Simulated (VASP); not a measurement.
Write the native input for VASP 6.6.1 that does the following.

```yaml
Task: relaxation of cell and atoms
Functional: r2SCAN
Potentials_or_basis: VASP PAW PBE potentials, release 64 (Re_sv_GW)
Cutoff: 550 eV
k_mesh: 6 × 6 × 6
Occupations: fermi-dirac, width 0.05 eV
Spin: no spin polarisation
Dipole_correction: no
Further_INCAR_settings: ALGO = Normal; EDIFF = 1e-07; IBRION = 2; EDIFFG = -0.02; NSW = 60; ISIF = 3
```

The system is Re.

```
Re
1.0
     0.00000    2.67500    2.67500
     2.67500    0.00000    2.67500
     2.67500    2.67500    0.00000
Re
2
Cartesian
  0.0000 0.0000 0.0000
  1.3375 1.3375 1.3375
```

This isn't the form of Re at room conditions, which is hcp.

These files were run (other wordings do the same):

POSCAR

```
Re
1.0
    0.0000000000      2.6750000000      2.6750000000
    2.6750000000      0.0000000000      2.6750000000
    2.6750000000      2.6750000000      0.0000000000
Re
2
Direct
    0.0000000000      0.0000000000      0.0000000000
    0.2500000000      0.2500000000      0.2500000000
```

INCAR.step1

```
SYSTEM = Re
PREC     = Accurate       ! precision mode
ENCUT    = 550            ! plane-wave cutoff, eV
ISMEAR   = -1             ! smearing method
SIGMA    = 0.05           ! smearing width, eV
LREAL    = .False.        ! projectors in reciprocal space
LASPH    = .True.         ! aspherical terms in the spheres
NELM     = 120            ! most SCF steps
GGA      = PE             ! functional
ALGO     = Normal         ! electronic algorithm
EDIFF    = 1E-5           ! SCF threshold, eV
LWAVE    = .True.         ! write WAVECAR
LCHARG   = .False.        ! write CHGCAR
GGA_COMPAT= .False.      
IBRION   = 2              ! ionic algorithm
ISIF     = 3              ! what is computed and relaxed
EDIFFG   = -0.005         ! ionic threshold
NELMIN   = 4            
NSW      = 100            ! ionic steps
```

INCAR.step2

```
SYSTEM = Re
PREC     = Accurate       ! precision mode
ENCUT    = 550            ! plane-wave cutoff, eV
EDIFF    = 1E-7           ! SCF threshold, eV
ISMEAR   = -1             ! smearing method
SIGMA    = 0.05           ! smearing width, eV
LREAL    = .False.        ! projectors in reciprocal space
LASPH    = .True.         ! aspherical terms in the spheres
NELM     = 120            ! most SCF steps
ALGO     = Normal         ! electronic algorithm
ISIF     = 3              ! what is computed and relaxed
LWAVE    = .False.        ! write WAVECAR
LCHARG   = .False.        ! write CHGCAR
METAGGA  = R2SCAN         ! meta-GGA
LMIXTAU  = .True.       
IBRION   = 2              ! ionic algorithm
NSW      = 60             ! ionic steps
EDIFFG   = -0.02          ! ionic threshold
ISTART   = 1            
GGA_COMPAT= .False.      
NELMIN   = 4
```

KPOINTS

```
Automatic mesh
0
Gamma
  6 6 6
  0 0 0
```

Potentials or basis: VASP PAW PBE potentials, release 64 (Re_sv_GW).

The run is started by

```console
$ cat potpaw_PBE.64/Re_sv_GW/POTCAR > POTCAR
$ cp INCAR.step1 INCAR
$ mpirun -np 1 vasp_std > vasp.out
$ cp INCAR.step2 INCAR
$ mpirun -np 1 vasp_std > vasp.out
```

It gave:

```
Relaxed volume                        : 21.96 Å³/atom
Relaxed cell                          : a = 3.960 Å, b = 3.960 Å, c = 3.960 Å, α = 60.00°, β = 60.00°, γ = 60.00°
Space group after relaxing (to 0.1 Å) : Fd-3m (No. 227)
Pressure after relaxing               : 0.0 GPa
Band gap on the k mesh                : zero (bands 15 and 16 overlap by 1.15 eV)
```

Caveat: the PAW data sets were made with another functional, which shifts forces and pressure a little; spin-orbit coupling is left out, which moves the levels of the heavy elements.

Run time: 10 min on 1 thread of Intel(R) Xeon(R) Platinum 8259CL CPU @ 2.50GHz (Skylake/Cascade Lake), on a shared host, peak memory 0.19 GiB.
